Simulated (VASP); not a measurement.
# Li4F in VASP: further runs, part 2 of 2

VASP 6.6.1. Earlier steps stand in the parts before.

## (4) Single point, PBEsol

Contents of INCAR:

```
ALGO = Normal ; DIPOL = 0.5 0.5 0.486
EDIFF = 1E-6 ; ENCUT = 520
GGA = PS ; IDIPOL = 3
ISIF = 2 ; ISMEAR = 0
LASPH = True ; LCHARG = True
LDIPOL = True ; LELF = True
LREAL = False ; LVACPOTAV = True
LVHAR = True ; LWAVE = False
NBANDS = 18 ; NELM = 80
PREC = Accurate ; SIGMA = 0.1
```

Contents of KPOINTS:

```
k-points
0
Gamma
  9 9 1
```

Contents of POSCAR:

```
Li4F
1.0
    3.0534023716      0.0000000000      0.0000000000
    0.0000000000      3.0534023716      0.0000000000
    0.0000000000      0.0000000000     25.4772445679
Li F
4 1
Direct
    0.5000000000      0.5000000000      0.3336310557
    0.0000000000      0.0000000000      0.4183765436
    0.5000000000      0.5000000000      0.5064914558
    0.0000000000      0.0000000000      0.5914671006
    0.5000000000      0.5000000000      0.5776965271
```

Run with:

```bash
cat potpaw_PBE.64/Li_sv/POTCAR potpaw_PBE.64/F/POTCAR > POTCAR
mpirun -np 1 vasp_std > vasp.out
```

Wall time 2.2 min (1 thread of AMD EPYC 7R43 (Zen 3), shared host); peak memory 0.32 GiB.

Results (log left out):

```
Free energy   : -14.7291 eV
Largest force : 0.591 eV/Å
```

Forces on the atoms (eV/Å):
```
Li   0.000  0.000  0.009
Li   0.000  0.000  0.066
Li   0.000  0.000 -0.287
Li   0.000  0.000 -0.379
F    0.000  0.000  0.591
```

Levels at points of the mesh, in eV from the Fermi level:
| k point | band 8 | band 9 | band 10 | band 11 | band 12 | band 13 |
| --- | --- | --- | --- | --- | --- | --- |
| (0.00, 0.00, 0.00) | -6.70 | -3.16 | -1.95 | -0.45 | 0.07 | 1.64 |

Caveat: the cutoff is under 1.25 times the usual one of these potentials, so pressure, stress and relaxed cells hold a basis-set (Pulay) error; the PAW data sets were made with another functional, which shifts forces and pressure a little; an odd number of electrons without spin polarisation forces a metal; a magnetic or distorted state may lie lower.

## (5) Single point, PBEsol

Contents of INCAR:

```
SYSTEM = Li4F
PREC     = Accurate       ! precision mode
ENCUT    = 520            ! plane-wave cutoff, eV
EDIFF    = 1E-6           ! SCF threshold, eV
ISMEAR   = 0              ! smearing method
SIGMA    = 0.1            ! smearing width, eV
LREAL    = .FALSE.        ! projectors in reciprocal space
LASPH    = .TRUE.         ! aspherical terms in the spheres
NELM     = 80             ! most SCF steps
ALGO     = Normal         ! electronic algorithm
ISIF     = 2              ! what is computed and relaxed
LWAVE    = .FALSE.        ! write WAVECAR
LCHARG   = .FALSE.        ! write CHGCAR
LDIPOL   = .TRUE.       
IDIPOL   = 3            
DIPOL    = 0.5 0.5 0.511
GGA      = PS             ! functional
NBANDS   = 18             ! bands
```

Contents of KPOINTS:

```
regular mesh
0
G
  9 9 1
  0 0 0
```

POSCAR: that of step 4 with these lines changed.

```diff
@@ -12,2 +12,2 @@
     0.0000000000      0.0000000000      0.5914671006
-    0.5000000000      0.5000000000      0.5776965271
+    0.5000000000      0.5000000000      0.7072238781
```

Potentials or basis: VASP PAW PBE potentials, release 64 (Li_sv, F).

Run with:

```bash
cat potpaw_PBE.64/Li_sv/POTCAR potpaw_PBE.64/F/POTCAR > POTCAR
mpirun -np 1 vasp_std > vasp.out
```

OUTCAR:

```text
SYSTEM = Li4F
   PREC = Accurate
   ENCUT = 520
   EDIFF = 1E-6
   ISMEAR = 0
   LREAL = .FALSE.
   LASPH = .TRUE.
   NELM = 80
   ISIF = 2
   GGA = PS

 ion  position               nearest neighbor table
   1  0.500  0.500  0.334-
   2  0.000  0.000  0.418-
   3  0.500  0.500  0.506-
   4  0.000  0.000  0.591-
   5  0.500  0.500  0.707-

  LATTYP: Found a simple tetragonal cell.
 ALAT       =     3.0534023716
 C/A-ratio  =     8.3438870700
[... 510 lines left out ...]
  --------------------------------------------------------------------------------------
  -------------------------------------------------------------------------------------
  Total       -0.4951097     -0.4951097     -2.7065250      0.0000000     -0.0000000      0.0000000
  in kB       -3.3395770     -3.3395770    -18.2558513      0.0000000     -0.0000000      0.0000000
  external PRESSURE =      -8.3116685 kB  Pullay stress =       0.0000000 kB

 VOLUME and BASIS-vectors are now :
 -----------------------------------------------------------------------------
  energy-cutoff  :      520.00
  volume of cell :      237.53
      direct lattice vectors                 reciprocal lattice vectors
     3.053402372  0.000000000  0.000000000     0.327503512  0.000000000  0.000000000
     0.000000000  3.053402372  0.000000000     0.000000000  0.327503512  0.000000000
     0.000000000  0.000000000 25.477244568     0.000000000  0.000000000  0.039250712

 POSITION                                       TOTAL-FORCE (eV/Angst)
 -----------------------------------------------------------------------------------
      1.52670      1.52670      8.50000        -0.000000      0.000000      0.009017
      0.00000      0.00000     10.65908        -0.000000      0.000000      0.001519
      1.52670      1.52670     12.90401        -0.000000      0.000000     -0.134482
      0.00000      0.00000     15.06895        -0.000000      0.000000      1.097629
      1.52670      1.52670     18.01812         0.000000      0.000000     -0.973682
 -----------------------------------------------------------------------------------
    total drift:                                0.000000     -0.000000     -0.000576

  FREE ENERGIE OF THE ION-ELECTRON SYSTEM (eV)
  ---------------------------------------------------
  free  energy   TOTEN  =        -9.1411261205 eV

  energy  without entropy=       -9.1100921867  energy(sigma->0) =       -9.12560915

 vacuum level on the upper side and lower side of the slab         6.651        -1.131
```

It took 2.8 min on 1 thread of AMD EPYC 7R43 (Zen 3), shared host; peak memory 0.31 GiB.

What came out:

| Property | Result |
| --- | --- |
| Free energy | -9.1411 eV |
| Largest force | 1.098 eV/Å |

Forces in eV/Å, atoms in the order of the input:
```
Li   0.000  0.000  0.009
Li   0.000  0.000  0.002
Li   0.000  0.000 -0.134
Li   0.000  0.000  1.098
F    0.000  0.000 -0.974
```

Caveat: the cutoff is under 1.25 times the usual one of these potentials, so pressure, stress and relaxed cells hold a basis-set (Pulay) error; the PAW data sets were made with another functional, which shifts forces and pressure a little; an odd number of electrons without spin polarisation forces a metal; a magnetic or distorted state may lie lower.
